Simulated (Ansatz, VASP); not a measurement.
## One calculation of Sn, two programs

```
Sn
1.0
     5.91632    0.00000    0.00000
    -2.95816    5.12368    0.00000
     0.00000    0.00000    3.43711
Sn
3
Direct
  0.00000 0.00000 0.00000
  0.33333 0.66667 0.50000
  0.66667 0.33333 0.50000
```

Alike in both runs: task single point; functional BLYP; k mesh 7 × 7 × 11; occupations fermi-dirac, width 0.1 eV; no spin polarisation.

```csv
,VASP,Ansatz
version,VASP 6.6.1,Ansatz 0.2.0
potentials or method,"VASP PAW PBE potentials, release 64 (Sn_d), cutoff 520 eV","plane waves (420 eV) with PAW, scalar-relativistic"
valence electrons in the cell,42,42
```

|  | VASP | Ansatz | Ansatz less VASP |
| --- | --- | --- | --- |
| pressure (GPa) | -3.0 | -3.0 | +0.03 |
| traceless stress, the component that is largest in VASP (GPa) | 0.21 | 0.21 | -0.002 |

VASP's potentials were made for PBE, not for BLYP. With one functional, cell and mesh, what is left measures potentials, basis and numerics.
